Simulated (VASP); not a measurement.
# Zr (Im-3m) in VASP: a series of runs

The runs below take Zr through single point, with PBEsol.

Everything below comes from runs of VASP 6.6.1. Logs are shortened: lines on timing, memory, paths and dates and some standing lists are left out, and cuts for length are marked.

**1. The cell of the first run**

The structure is cubic, space group Im-3m (No. 229). Conventional cell: a = 3.546 Å, b = 3.546 Å, c = 3.546 Å, α = 90.00°, β = 90.00°, γ = 90.00°. Zr (site symmetry m-3m) has 14 Zr at 3.07 to 3.55 Å within 4.0 Å.

**2. Single point, PBEsol**

The input, INCAR:

```
SYSTEM = Zr
ALGO = Fast ; EDIFF = 1E-6
ENCUT = 520 ; GGA = PS
ISIF = 2 ; ISMEAR = -1
LASPH = .TRUE. ; LCHARG = .FALSE.
LREAL = .FALSE. ; LWAVE = .FALSE.
NBANDS = 12 ; NELM = 80
PREC = Accurate ; SIGMA = 0.05
```

The input, KPOINTS:

```
k-points
0
G
  10 10 10
  0 0 0
```

The input, POSCAR:

```
Zr
1.0
   -1.7730508568      1.7730508568      1.7730508568
    1.7730508568     -1.7730508568      1.7730508568
    1.7730508568      1.7730508568     -1.7730508568
Zr
1
Direct
    0.0000000000      0.0000000000      0.0000000000
```

Potentials or basis: VASP PAW PBE potentials, release 64 (Zr_sv).

The run is started by

```sh
cat potpaw_PBE.64/Zr_sv/POTCAR > POTCAR
mpirun -np 1 vasp_std > vasp.out
```

OUTCAR:

```text
SYSTEM = Zr
   EDIFF = 1E-6
   ENCUT = 520
   GGA = PS
   ISIF = 2
   ISMEAR = -1
   LASPH = .TRUE.
   LREAL = .FALSE.
   NELM = 80
   PREC = Accurate

 ion  position               nearest neighbor table
   1  0.000  0.000  0.000-

  LATTYP: Found a body centered cubic cell.
 ALAT       =     3.5461017136

  Lattice vectors:

 A1 = (  -1.7730508568,   1.7730508568,   1.7730508568)
 A2 = (   1.7730508568,  -1.7730508568,   1.7730508568)
 A3 = (   1.7730508568,   1.7730508568,  -1.7730508568)

Analysis of symmetry for initial positions (statically):
=====================================================================
 Subroutine PRICEL returns:
 Original cell was already a primitive cell.

 Routine SETGRP: Setting up the symmetry group for a
 body centered cubic supercell.

 Subroutine GETGRP returns: Found 48 space group operations
 (whereof 48 operations were pure point group operations)
 out of a pool of 48 trial point group operations.

The static configuration has the point symmetry O_h .

Analysis of symmetry for dynamics (positions and initial velocities):
=====================================================================
 Subroutine PRICEL returns:
 Original cell was already a primitive cell.

 Routine SETGRP: Setting up the symmetry group for a
 body centered cubic supercell.

 Subroutine GETGRP returns: Found 48 space group operations
 (whereof 48 operations were pure point group operations)
 out of a pool of 48 trial point group operations.

The dynamic configuration has the point symmetry O_h .

 Subroutine INISYM returns: Found 48 space group operations
 (whereof 48 operations are pure point group operations),
 and found     1 'primitive' translations

----------------------------------------------------------------------------------------

                                     Primitive cell

  volume of cell :      22.2958

  direct lattice vectors                    reciprocal lattice vectors
    -1.773050857  1.773050857  1.773050857     0.000000000  0.281999807  0.281999807
     1.773050857 -1.773050857  1.773050857     0.281999807  0.000000000  0.281999807
     1.773050857  1.773050857 -1.773050857     0.281999807  0.281999807  0.000000000

  length of vectors
     3.071014168  3.071014168  3.071014168     0.398807952  0.398807952  0.398807952

  position of ions in fractional coordinates (direct lattice)
     0.000000000  0.000000000  0.000000000

  ion indices of the primitive-cell ions
   primitive index   ion index
                 1           1

----------------------------------------------------------------------------------------

 KPOINTS: k-points

Automatic generation of k-mesh.
 Grid dimensions read from file:
 generate k-points for:   10   10   10

 Generating k-lattice:

  Cartesian coordinates                     Fractional coordinates (reciprocal lattice)
     0.000000000  0.028199981  0.028199981     0.100000000  0.000000000  0.000000000
     0.028199981  0.000000000  0.028199981     0.000000000  0.100000000  0.000000000
     0.028199981  0.028199981  0.000000000     0.000000000  0.000000000  0.100000000

  Length of vectors
     0.039880795  0.039880795  0.039880795

  Shift w.r.t. Gamma in fractional coordinates (k-lattice)
     0.000000000  0.000000000  0.000000000

 Subroutine IBZKPT returns following result:
 ===========================================

 Found     47 irreducible k-points:

 Following reciprocal coordinates:
            Coordinates               Weight
  0.000000  0.000000  0.000000      1.000000
  0.100000  0.000000  0.000000     12.000000
  0.200000  0.000000  0.000000     12.000000
  0.300000  0.000000  0.000000     12.000000
  0.400000  0.000000  0.000000     12.000000
  0.500000  0.000000  0.000000      6.000000
[... 16 lines left out ...]
  0.300000  0.300000  0.100000      8.000000
 -0.300000  0.300000  0.100000     24.000000
 [... further k-points ...]
   k-points           NKPTS =     47   k-points in BZ     NKDIM =     47   number of bands    NBANDS=     12
   number of dos      NEDOS =    301   number of ions     NIONS =      1
   total plane-waves  NPLWV =  13824
   dimension x,y,z NGX =    24 NGY =   24 NGZ =   24
   dimension x,y,z NGXF=    48 NGYF=   48 NGZF=   48
   ions per type =               1
   NGX,Y,Z   is equivalent  to a cutoff of  12.99, 12.99, 12.99 a.u.
   NGXF,Y,Z  is equivalent  to a cutoff of  25.98, 25.98, 25.98 a.u.
 SYSTEM =  Zr
   PREC   = accura    normal or accurate (medium, high low for compatibility)
   ISTART =      0    job   : 0-new  1-cont  2-samecut
   ICHARG =      2    charge: 1-file 2-atom 10-const
   ISPIN  =      1    spin polarized calculation?
   LNONCOLLINEAR =      F non collinear calculations
   LSORBIT =      F    spin-orbit coupling
   LASPH  =      T    aspherical Exc in radial PAW
   ENCUT  =  520.0 eV  38.22 Ry    6.18 a.u.   5.71  5.71  5.71*2*pi/ulx,y,z
   NELM   =     80;   NELMIN=  2; NELMDL= -5     # of ELM steps
   EDIFF  = 0.1E-05   stopping-criterion for ELM
   LREAL  =      F    real-space projection
   EDIFFG = 0.1E-04   stopping-criterion for IOM
   NSW    =      0    number of steps for IOM
   IBRION =     -1    ionic relax: 0-MD 1-quasi-New 2-CG
   NFREE  =      0    steps in history (QN), initial steepest desc. (CG)
   ISIF   =      2    stress and relaxation
   ISYM   =      2    0-nonsym 1-usesym 2-fastsym
   POTIM  = 0.5000    time-step for ionic-motion
   TEBEG  =    0.0;   TEEND  =   0.0 temperature during run
   PSTRESS=    0.0 pullay stress
   NELECT =      12.0000    total number of electrons
   NUPDOWN=      -1.0000    fix difference up-down
   EMIN   =  10.00;   EMAX   =-10.00  energy-range for DOS
   EFERMI =   0.00;   METHOD = LEGACY
   ISMEAR =    -1;   SIGMA  =   0.05  broadening in eV -4-tet -1-fermi 0-gaus
   EFERMI_NEDOS =   21; number of points for ismear=-14 and -15
   IALGO  =     68    algorithm
   IMIX   =      4    mixing-type and parameters
     AMIX     =   0.40;   BMIX     =  1.00
     AMIX_MAG =   1.60;   BMIX_MAG =  1.00
  volume/ion in A,a.u.               =      22.30       150.46
  Fermi-wavevector in a.u.,A,eV,Ry     =   1.331662  2.516477 24.127539  1.773324
  Thomas-Fermi vector in A             =   2.460656
   LORBIT       =      0    0 simple, 1 ext, 2 COOP (PROOUT), +10 PAW based schemes
   GGA     = PS    functional components
   LHFCALC =     F    Hartree Fock is set to
   AEXX    =    0.0000 exact exchange contribution
   IVDW    =     0    specifies the selected vdW correction
   LEPSILON=     F    determine dielectric tensor
   LRPA    =     F    only Hartree local field effects (RPA)
 non-spin polarized calculation
 RMM-DIIS sequential band-by-band and
  energy-cutoff  :      520.00
  volume of cell :       22.30
 maximum number of plane-waves:       618
   NGX = 11   NGY = 11   NGZ = 11

 number of electron      12.0000000 magnetization

 Free energy of the ion-electron system (eV)
  ---------------------------------------------------
  ext. energy  EPLUGINS =         0.00000000
  ---------------------------------------------------
  free energy    TOTEN  =        -9.02498098 eV

  energy without entropy =       -9.01120291  energy(sigma->0) =       -9.01809194

 E-fermi :   9.0984     XC(G=0): -11.3948

 val. band max:        9.0542386836   @ k =   0.2000   0.2000   0.0000
 cond. band min:       9.1039515118   @ k =   0.2000   0.1000  -0.0000
 fundamental gap:      0.0497128282
 Fermi energy:         9.0984418360

 k-point     1 :       0.0000    0.0000    0.0000
  band No.  band energies     occupation
      1     -39.2313      2.00000
      2     -16.6987      2.00000
      3     -16.6987      2.00000
      4     -16.6987      2.00000
      5       3.6124      2.00000
      6      10.2070      0.00000
      7      10.2070      0.00000
      8      10.2070      0.00000
      9      12.8119      0.00000
     10      12.8119      0.00000
     11      21.5966      0.00000
     12      21.5966      0.00000

 k-point     2 :       0.1000    0.0000    0.0000
  band No.  band energies     occupation
      1     -39.2142      2.00000
      2     -16.8136      2.00000
      3     -16.7334      2.00000
      4     -16.6996      2.00000
      5       3.9656      2.00000
      6       9.9727      0.00000
      7      10.1139      0.00000
      8      10.5546      0.00000
      9      12.4832      0.00000
     10      12.8102      0.00000
     11      21.8956      0.00000
     12      22.2350      0.00000

 k-point     3 :       0.2000    0.0000    0.0000
  band No.  band energies     occupation
      1     -39.1690      2.00000
      2     -17.1054      2.00000
      3     -16.8232      2.00000
      4     -16.7022      2.00000
      5       4.8837      2.00000
      6       9.4308      0.00259
      7       9.7071      0.00001
      8      11.5596      0.00000
      9      12.2495      0.00000
     10      12.8646      0.00000
     11      22.1564      0.00000
     12      23.8640      0.00000

 k-point     4 :       0.3000    0.0000    0.0000
  band No.  band energies     occupation
      1     -39.1125      2.00000
      2     -17.4500      2.00000
      3     -16.9318      2.00000
      4     -16.7054      2.00000
      5       5.8474      2.00000
      6       8.8627      1.98223
      7       9.4691      0.00120
      8      12.5185      0.00000
      9      13.0613      0.00000
     10      13.0914      0.00000
     11      21.1306      0.00000
     12      22.4911      0.00000

 k-point     5 :       0.4000    0.0000    0.0000
  band No.  band energies     occupation
      1     -39.0662      2.00000
      2     -17.7174      2.00000
      3     -17.0180      2.00000
      4     -16.7081      2.00000
      5       6.1662      2.00000
      6       8.4610      1.99999
      7      10.1834      0.00000
      8      12.8123      0.00000
      9      13.3634      0.00000
     10      14.8136      0.00000
     11      19.7948      0.00000
     12      20.7079      0.00000

 k-point     6 :       0.5000    0.0000    0.0000
  band No.  band energies     occupation
      1     -39.0484      2.00000
      2     -17.8172      2.00000
      3     -17.0504      2.00000
      4     -16.7091      2.00000
      5       6.1512      2.00000
      6       8.3183      2.00000
      7      10.8520      0.00000
      8      12.8210      0.00000
      9      13.5306      0.00000
     10      15.7434      0.00000
     11      19.2297      0.00000
     12      19.9260      0.00000

 k-point     7 :       0.1000    0.1000    0.0000
  band No.  band energies     occupation
      1     -39.1830      2.00000
      2     -17.0138      2.00000
      3     -16.7732      2.00000
      4     -16.7269      2.00000
      5       4.6119      2.00000
      6       9.6666      0.00002
      7       9.7336      0.00001
      8      11.2883      0.00000
      9      12.1006      0.00000
     10      12.9589      0.00000
     11      22.4148      0.00000
     12      23.1061      0.00000

 k-point     8 :       0.2000    0.1000   -0.0000
  band No.  band energies     occupation
      1     -39.1321      2.00000
      2     -17.3112      2.00000
      3     -16.8825      2.00000
      4     -16.7404      2.00000
      5       5.6382      2.00000
      6       9.1040      0.94496
      7       9.2870      0.04506
      8      12.0698      0.00000
      9      12.6333      0.00000
     10      13.2037      0.00000
     11      22.0822      0.00000
     12      23.1880      0.00000
[... 166 lines left out ...]
 k-point    20 :       0.2000    0.2000    0.1000
  band No.  band energies     occupation
      1     -39.0623      2.00000
      2     -17.5938      2.00000
      3     -17.0462      2.00000
      4     -16.8800      2.00000
      5       7.4141      2.00000
      6       8.3717      2.00000
      7       8.6246      1.99985
      8      13.0168      0.00000
      9      13.4389      0.00000
     10      16.2202      0.00000
     11      20.0886      0.00000
     12      21.6451      0.00000

 k-point    21 :       0.3000    0.2000    0.1000
  band No.  band energies     occupation
      1     -39.0406      2.00000
      2     -17.5912      2.00000
      3     -17.2043      2.00000
      4     -16.9082      2.00000
      5       7.5515      2.00000
      6       8.3000      2.00000
      7       9.2430      0.10521
      8      13.2348      0.00000
      9      13.5812      0.00000
     10      17.7058      0.00000
     11      18.1901      0.00000
     12      20.5723      0.00000

 k-point    22 :      -0.2000    0.2000    0.1000
  band No.  band energies     occupation
      1     -39.1535      2.00000
      2     -17.1076      2.00000
      3     -16.8602      2.00000
      4     -16.7888      2.00000
      5       5.1944      2.00000
      6       9.7258      0.00001
      7       9.7786      0.00000
      8      11.2179      0.00000
      9      11.4351      0.00000
     10      13.4675      0.00000
     11      22.8182      0.00000
     12      23.6927      0.00000

 k-point    23 :       0.3000    0.3000    0.1000
  band No.  band energies     occupation
      1     -39.0337      2.00000
      2     -17.4138      2.00000
      3     -17.4138      2.00000
      4     -16.9423      2.00000
      5       7.7794      2.00000
      6       8.7801      1.99657
      7       8.7801      1.99657
      8      13.4827      0.00000
      9      13.4827      0.00000
     10      17.3767      0.00000
     11      19.2836      0.00000
     12      19.2836      0.00000

 k-point    24 :      -0.3000    0.3000    0.1000
  band No.  band energies     occupation
      1     -39.0985      2.00000
      2     -17.4340      2.00000
      3     -16.9708      2.00000
      4     -16.7880      2.00000
      5       6.1481      2.00000
      6       9.1973      0.24339
      7       9.2456      0.10018
      8      11.6476      0.00000
      9      12.9690      0.00000
     10      13.6387      0.00000
     11      21.2267      0.00000
     12      23.1273      0.00000

 [... further k-points ...]
[... 5 lines left out ...]
  --------------------------------------------------------------------------------------
  -------------------------------------------------------------------------------------
  Total       -0.3217629     -0.3217629     -0.3217629     -0.0000000      0.0000000     -0.0000000
  in kB      -23.1218734    -23.1218734    -23.1218734     -0.0000000      0.0000000     -0.0000000
  external PRESSURE =     -23.1218734 kB  Pullay stress =       0.0000000 kB

 VOLUME and BASIS-vectors are now :
 -----------------------------------------------------------------------------
  energy-cutoff  :      520.00
  volume of cell :       22.30
      direct lattice vectors                 reciprocal lattice vectors
    -1.773050857  1.773050857  1.773050857     0.000000000  0.281999807  0.281999807
     1.773050857 -1.773050857  1.773050857     0.281999807  0.000000000  0.281999807
     1.773050857  1.773050857 -1.773050857     0.281999807  0.281999807  0.000000000

 POSITION                                       TOTAL-FORCE (eV/Angst)
 -----------------------------------------------------------------------------------
      0.00000      0.00000      0.00000        -0.000000      0.000000     -0.000000
 -----------------------------------------------------------------------------------
    total drift:                                0.000000      0.000000      0.000000

  FREE ENERGIE OF THE ION-ELECTRON SYSTEM (eV)
  ---------------------------------------------------
  free  energy   TOTEN  =        -9.0249809780 eV

  energy  without entropy=       -9.0112029091  energy(sigma->0) =       -9.01809194
```

Wall time 12 s (1 thread of Intel Xeon Platinum 8559C (Emerald Rapids), shared host); peak memory 0.13 GiB.

Results:

| Item | Value |
| --- | --- |
| Free energy | -9.0250 eV |
| Pressure | -2.3 GPa |
| Band gap on the k mesh | zero (band 6 reaches 10.21 eV, above the bottom of band 7 at 8.45 eV) |

Levels at points of the mesh, in eV from the Fermi level:
| k point | band 2 | band 3 | band 4 | band 5 | band 6 | band 7 | band 8 | band 9 | band 10 | band 11 |
| --- | --- | --- | --- | --- | --- | --- | --- | --- | --- | --- |
| (0.00, 0.00, 0.00) | -25.80 | -25.80 | -25.80 | -5.49 | 1.11 | 1.11 | 1.11 | 3.71 | 3.71 | 12.50 |
| (0.50, 0.00, 0.00) | -26.92 | -26.15 | -25.81 | -2.95 | -0.78 | 1.75 | 3.72 | 4.43 | 6.64 | 10.13 |
| (0.50, 0.50, 0.50) | -26.56 | -26.56 | -26.56 | -2.75 | -2.75 | 5.92 | 5.92 | 5.92 | 7.68 | 7.68 |

Caveat: the PAW data sets were made with another functional, which shifts forces and pressure a little.

**3. Single point, PBEsol**

This run uses another cell than the first one, of 22.77 Å³/atom, 1.021 times its volume.

The input, INCAR:

```
  ALGO = Normal
  EDIFF = 1E-6
  ENCUT = 520
  GGA = PS
  ISIF = 2
  ISMEAR = -1
  LASPH = True
  LCHARG = False
  LREAL = False
  LWAVE = False
  NBANDS = 12
  NELM = 60
  PREC = Accurate
  SIGMA = 0.05
```

The input, KPOINTS:

```
k-points
0
Gamma
  10 10 10
```

The input, POSCAR:

```
Zr
1.0
   -1.7855375418      1.7855375418      1.7855375418
    1.7855375418     -1.7855375418      1.7855375418
    1.7855375418      1.7855375418     -1.7855375418
Zr
1
Direct
    0.0000000000      0.0000000000      0.0000000000
```

Potentials or basis: VASP PAW PBE potentials, release 64 (Zr_sv).

The run is started by

```sh
cat potpaw_PBE.64/Zr_sv/POTCAR > POTCAR
mpirun -np 1 vasp_std > vasp.out
```

Wall time 9.3 s (1 thread of Intel Xeon Platinum 8559C (Emerald Rapids), shared host); peak memory 0.14 GiB.

The run converged. Its results:

- Free energy: -9.0158 eV
- Pressure: -4.0 GPa
- Band gap on the k mesh: zero (band 6 reaches 9.96 eV, above the bottom of band 7 at 8.19 eV)

Levels at points of the mesh, in eV from the Fermi level:
```
           k point  band 4  band 5  band 6  band 7  band 8  band 9
(0.00, 0.00, 0.00)  -25.88   -5.46    1.09    1.09    1.09    3.64
(0.50, 0.00, 0.00)  -25.89   -2.89   -0.75    1.65    3.63    4.33
(0.50, 0.50, 0.50)  -26.60   -2.67   -2.67    5.77    5.77    5.77
```

Caveat: the PAW data sets were made with another functional, which shifts forces and pressure a little.

**4. Single point, PBEsol**

This run uses another cell than the first one, of 23.24 Å³/atom, 1.043 times its volume.

The input, INCAR:

```
PREC = Accurate
ENCUT = 520
EDIFF = 1E-6
ISMEAR = -1
SIGMA = 0.05
LREAL = F
LASPH = T
NELM = 80
ALGO = Normal
ISIF = 2
LWAVE = F
LCHARG = F
GGA = PS
NBANDS = 12
```

The input, KPOINTS:

```
Automatic mesh
0
Gamma
  10 10 10
```

The input, POSCAR:

```
Zr
1.0
   -1.7978519830      1.7978519830      1.7978519830
    1.7978519830     -1.7978519830      1.7978519830
    1.7978519830      1.7978519830     -1.7978519830
Zr
1
Direct
    0.0000000000      0.0000000000      0.0000000000
```

The run is started by

```sh
cat potpaw_PBE.64/Zr_sv/POTCAR > POTCAR
mpirun -np 1 vasp_std > vasp.out
```

It took 6.9 s on 1 thread of Intel Xeon Platinum 8559C (Emerald Rapids), shared host; peak memory 0.14 GiB.

Results (log left out):

| Quantity | Value |
| --- | --- |
| Free energy | -9.0017 eV |
| Pressure | -5.6 GPa |
| Band gap on the k mesh | zero (band 6 reaches 9.72 eV, above the bottom of band 7 at 7.94 eV) |

Levels at points of the mesh, in eV from the Fermi level:
| k point | band 3 | band 4 | band 5 | band 6 | band 7 | band 8 | band 9 | band 10 |
| --- | --- | --- | --- | --- | --- | --- | --- | --- |
| (0.00, 0.00, 0.00) | -25.95 | -25.95 | -5.43 | 1.08 | 1.08 | 1.08 | 3.57 | 3.57 |
| (0.50, 0.00, 0.00) | -26.26 | -25.96 | -2.84 | -0.71 | 1.57 | 3.55 | 4.23 | 6.31 |
| (0.50, 0.50, 0.50) | -26.63 | -26.63 | -2.58 | -2.58 | 5.63 | 5.63 | 5.63 | 7.35 |

Caveat: the PAW data sets were made with another functional, which shifts forces and pressure a little.

**5. The runs side by side**

| cell | gap on the mesh (eV) | pressure (GPa) |
| --- | --- | --- |
| a = 3.071 Å, angles 109.5°, 1 atom | none | -2.3 |
| a = 3.093 Å, angles 109.5°, 1 atom | none | -4.0 |
| a = 3.114 Å, angles 109.5°, 1 atom | none | -5.6 |

Alike in all rows: task single point; level PBEsol; potentials or basis VASP PAW PBE potentials, release 64 (Zr_sv); no spin polarisation; k mesh 10 × 10 × 10; cutoff (eV) 520; smearing fermi-dirac 0.05 eV.

Caveats: the PAW data sets were made with another functional, which shifts forces and pressure a little.

Absolute energies hang on the potentials; compare differences alone.
